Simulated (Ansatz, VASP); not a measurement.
This is a calculation of Sr for Ansatz 0.2.0.

Contents of input.yaml:

```yaml
crystal:
  lattice:
    - [-2.4186572257, 2.4186572257, 2.4186572257]
    - [2.4186572257, -2.4186572257, 2.4186572257]
    - [2.4186572257, 2.4186572257, -2.4186572257]
  atoms:
    - { symbol: Sr, position: [0.0, 0.0, 0.0], spin: 0.5 }
kpoints:
  mp_grid: { grid: [8, 8, 8] }
scf:
  occupations: { method: fermi_dirac, width: 0.05 }
hamiltonian:
  xc: { exchange: slater, correlation: vwn5 }
  pseudopotentials: { kind: all_electron, lapw: { basis_error: 0.002 } }
magnetization:
  spin_polarized: true
output:
  forces: true
  stress: true
  eigenvalues: true
```

Potentials or basis: all-electron LAPW, scalar-relativistic.

Command:

```sh
$ ansatz run input.yaml --threads 1 --pin off --max-ram 2560MiB --backend cpu --events-out ev --progress --plain --runs-dir out
```

Translate it to VASP 6.6.1. Potentials there: VASP PAW PBE potentials, release 64 (Sr_sv).

As run (the cutoff follows the program's own potentials):

INCAR

```
SYSTEM = Sr
PREC = Accurate ; ENCUT = 520
EDIFF = 1E-7 ; ISMEAR = -1
SIGMA = 0.05 ; LREAL = .False.
LASPH = .True. ; NELM = 150
ALGO = Normal ; ISIF = 2
LWAVE = .False. ; LCHARG = .False.
ISPIN = 2 ; MAGMOM = 0.5
LORBIT = 11 ; GGA = VW
NBANDS = 15
```

Contents of KPOINTS:

```
Automatic mesh
0
Gamma
  8 8 8
  0 0 0
```

Contents of POSCAR:

```
Sr
1.0
   -2.4186572257      2.4186572257      2.4186572257
    2.4186572257     -2.4186572257      2.4186572257
    2.4186572257      2.4186572257     -2.4186572257
Sr
1
Direct
    0.0000000000      0.0000000000      0.0000000000
```

Potentials or basis: VASP PAW PBE potentials, release 64 (Sr_sv).

Launch:

```console
$ cat potpaw_PBE.64/Sr_sv/POTCAR > POTCAR
$ mpirun -np 1 vasp_std > vasp.out
```

Both were run:

|  | VASP | Ansatz | Ansatz less VASP |
| --- | --- | --- | --- |
| gap on the k mesh at the Fermi level (eV) | none | none | - |
| pressure (GPa) | -1.8 | -1.8 | 0.00 |
| net moment per atom (μB) | 0.00 | 0.00 | -0.003 |

VASP's potentials were made for PBE, not for SVWN5. A gap of «none» marks a metal or a gap that the smearing closes. Ansatz ran all-electron here, and VASP with PAW potentials.
